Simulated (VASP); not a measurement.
Crystal: Li2Ge2N3.

```
Li Ge N
1.0
    -2.53011    2.53011    3.83568
     2.53011   -2.53011    3.83568
     2.53011    2.53011   -3.83568
Li Ge N
2 2 3
Direct
  0.50000 0.00000 0.50000
  0.00000 0.50000 0.50000
  0.78588 0.78588 0.00000
  0.21412 0.21412 0.00000
  0.75000 0.25000 0.50000
  0.25000 0.75000 0.50000
  0.00000 0.00000 0.00000
```

```yaml
Program: VASP 6.6.1
Task: relaxation of cell and atoms
Functional: PBE
Potentials_or_basis: VASP PAW PBE potentials, release 64 (Li_sv, Ge_d, N)
Cutoff: 600 eV
k_mesh: 5 × 5 × 5
Occupations: gaussian, width 0.2 eV
Spin: no spin polarisation
```

At the start: pressure -1.2 GPa; volume 14.03 Å³/atom.

Task: How do energy, volume and symmetry change on relaxing?

Result: Over 15 steps the energy falls by 622.8 meV/atom and the volume is 10.97 Å³/atom (-21.8 %); space group I4/mmm (No. 139, to 0.05 Å).

The path:
```csv
step,energy change (eV),largest force (eV/Å),pressure (GPa),volume (Å³)
1,0.0000,4.7603,-1.20,98.22
2,-1.2908,2.5889,-17.16,95.41
3,-1.4504,1.8749,-15.23,96.86
4,-3.0989,2.1679,-8.30,80.17
5,-3.3638,2.3743,-0.87,73.81
6,-3.3681,2.4099,0.93,72.69
7,-3.7996,0.9091,5.64,71.98
8,-3.8414,0.0866,7.99,71.72
9,-4.0897,0.6385,4.61,74.39
10,-4.1749,1.8007,0.64,78.12
11,-4.3153,0.1870,-4.19,80.09
12,-4.3209,0.0908,-3.54,79.74
13,-4.3547,0.0435,-1.29,77.81
14,-4.3590,0.1164,-0.09,76.89
15,-4.3596,0.0127,0.06,76.81
```

Final structure:
```xyz
7
Lattice="-2.0165 2.0165 4.7224 2.0165 -2.0165 4.7224 2.0165 2.0165 -4.7224" Properties=species:S:1:pos:R:3 pbc="T T T"
Li    0.0000    2.0165    0.0000
Li    2.0165    0.0000    0.0000
Ge    0.0000    0.0000    7.5738
Ge    2.0165    2.0165   -2.8514
N     0.0000    2.0165    2.3612
N     2.0165    0.0000    2.3612
N     0.0000    0.0000    0.0000
```

Caveat: the cutoff is under 1.25 times the usual one of these potentials, so pressure, stress and relaxed cells hold a basis-set (Pulay) error; the volume moved by over 15 % at a fixed basis, so the end points are rough; the relaxation stopped at a loose force limit of 0.08 eV/Å, so its end isn't a converged minimum.
